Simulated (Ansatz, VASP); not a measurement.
One calculation of Co, two programs

Contents of INCAR:

```
PREC = Accurate
ENCUT = 600
EDIFF = 1E-6
ISMEAR = 0
SIGMA = 0.022
LREAL = False
LASPH = True
NELM = 200
ALGO = Normal
ISIF = 2
LWAVE = False
LCHARG = False
ISPIN = 2
MAGMOM = 2 2
LORBIT = 11
LMAXMIX = 4
GGA = PE
NBANDS = 20
GGA_COMPAT = False
```

KPOINTS

```
Automatic mesh
0
Gamma
  12 12 7
```

Contents of POSCAR:

```
Co
1.0
    2.4719999032      0.0000000000      0.0000000000
   -1.2359999516      2.1408147143      0.0000000000
    0.0000000000      0.0000000000      4.0211440800
Co
2
Direct
    0.6666666667      0.3333333333      0.7500000000
    0.3333333333      0.6666666667      0.2500000000
```

input.yaml

```yaml
crystal:
  lattice:
    - [2.4719999032, 0.0, 0.0]
    - [-1.2359999516, 2.1408147143, 0.0]
    - [0.0, 0.0, 4.02114408]
  atoms:
    - { symbol: Co, position: [0.6666666667, 0.3333333333, 0.75], spin: 2.0 }
    - { symbol: Co, position: [0.3333333333, 0.6666666667, 0.25], spin: 2.0 }
kpoints:
  mp_grid: { grid: [12, 12, 7] }
scf:
  occupations: { method: gaussian, width: 0.022 }
hamiltonian:
  xc: pbe
  pseudopotentials: { kind: all_electron, lapw: { basis_error: 0.001 } }
magnetization:
  spin_polarized: true
output:
  forces: true
  stress: true
  eigenvalues: true
```

Alike in both runs: task single point; functional PBE; k mesh 12 × 12 × 7; occupations gaussian, width 0.022 eV; collinear spin.

|  | VASP | Ansatz |
| --- | --- | --- |
| version | VASP 6.6.1 | Ansatz 0.2.0 |
| potentials or method | VASP PAW PBE potentials, release 64 (Co), cutoff 600 eV | all-electron LAPW, scalar-relativistic |

|  | VASP | Ansatz | Ansatz less VASP |
| --- | --- | --- | --- |
| gap on the k mesh at the Fermi level (eV) | none | none | - |
| pressure (GPa) | 3.8 | 4.6 | +0.79 |
| traceless stress, the component that is largest in VASP (GPa) | -2.16 | -2.25 | -0.093 |
| net moment per atom (μB) | 1.60 | 1.61 | +0.005 |
| size of the moment on the site where the two differ most (μB) | 1.62 | 1.66 | +0.042 |

Site moments also hang on the region over which each program counts them. A gap of «none» marks a metal or a gap that the smearing closes. Ansatz ran all-electron here, and VASP with PAW potentials.
